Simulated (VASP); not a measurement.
Runs of VASP 6.6.1 on KI. The structure is that of space group Fm-3m (No. 225), or close to it. The cells are those of the table. 

| cell | gap on the mesh (eV) | pressure (GPa) |
| --- | --- | --- |
| a = 4.960, b = 4.984 Å, angles 59.8, 60.3, 59.8°, 2 atoms | 3.65 | -1.1 |
| a = 5.060, b = 4.984 Å, angles 60.5, 59.0, 60.5°, 2 atoms | (b) | -1.5 |
| a = 5.009, b = 4.984 Å, angles 60.2, 59.7, 60.2°, 2 atoms | (c) | -1.3 |
| a = 4.935, b = 4.984 Å, angles 59.7, 60.7, 59.7°, 2 atoms | 3.67 | -1.0 |
| a = 5.072, b = 4.984 Å, angles 60.6, 58.9, 60.6°, 2 atoms | 3.55 | -1.5 |
| a = 5.035, b = 4.984 Å, angles 60.3, 59.3, 60.3°, 2 atoms | (a) | -1.4 |
| a = 5.085, b = 4.984 Å, angles 60.7, 58.7, 60.7°, 2 atoms | (d) | -1.5 |

Alike in all rows: task single point; level LDA; potentials or basis VASP PAW LDA potentials, release 64 (K_sv, I); no spin polarisation; k mesh 6 × 6 × 6; cutoff (eV) 520; smearing gaussian 0.05 eV.

Fill in the values left out.

(a) 3.58; (b) 3.56; (c) 3.61; (d) 3.54.

Caveats: spin-orbit coupling is left out, which moves the levels of the heavy elements.

A k mesh can miss the band edges, and the runs leave out spin-orbit coupling on I.
